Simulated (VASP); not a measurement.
Here is a VASP 6.6.1 calculation.

POSCAR

```
NaI
1.0
    0.0000000000      3.0356934440      3.0356934440
    3.0356934440      0.0000000000      3.0356934440
    3.0356934440      3.0356934440      0.0000000000
Na I
1 1
Direct
    0.0000000000      0.0000000000      0.0000000000
    0.5000000000      0.5000000000      0.5000000000
```

File INCAR.step1:

```
ALGO     = Normal         # electronic algorithm
EDIFF    = 1E-4           # SCF threshold, eV
ENCUT    = 520            # plane-wave cutoff, eV
GGA      = PE             # functional
ISMEAR   = 0              # smearing method
LASPH    = T              # aspherical terms in the spheres
LCHARG   = F              # write CHGCAR
LREAL    = F              # projectors in reciprocal space
LWAVE    = T              # write WAVECAR
NBANDS   = 14             # bands
NELM     = 60             # most SCF steps
PREC     = Accurate       # precision mode
SIGMA    = 0.01           # smearing width, eV
```

File INCAR.step2:

```
ALGO     = Normal         # electronic algorithm
EDIFF    = 1E-6           # SCF threshold, eV
ENCUT    = 520            # plane-wave cutoff, eV
ISIF     = 2              # what is computed and relaxed
ISMEAR   = 0              # smearing method
ISTART   = 1            
LASPH    = T              # aspherical terms in the spheres
LCHARG   = F              # write CHGCAR
LMIXTAU  = T            
LREAL    = F              # projectors in reciprocal space
LWAVE    = F              # write WAVECAR
METAGGA  = R2SCAN         # meta-GGA
NBANDS   = 14             # bands
NELM     = 60             # most SCF steps
PREC     = Accurate       # precision mode
SIGMA    = 0.01           # smearing width, eV
```

Contents of KPOINTS:

```
k-points
0
Gamma
  6 6 6
```

Potentials or basis: VASP PAW PBE potentials, release 64 (Na_pv, I).

Command:

```sh
$ cat potpaw_PBE.64/Na_pv/POTCAR potpaw_PBE.64/I/POTCAR > POTCAR
$ cp INCAR.step1 INCAR
$ mpirun -np 1 vasp_std > vasp.out
$ cp INCAR.step2 INCAR
$ mpirun -np 1 vasp_std > vasp.out
```

Predict the band gap on the k mesh.

5.14 eV.

Predict the pressure.

4.9 GPa.

Caveat: the cell stands under pressure; the PAW data sets were made with another functional, which shifts forces and pressure a little; spin-orbit coupling is left out, which moves the levels of the heavy elements. r2SCAN opens gaps a little over a GGA but as a rule still falls short of measured ones.
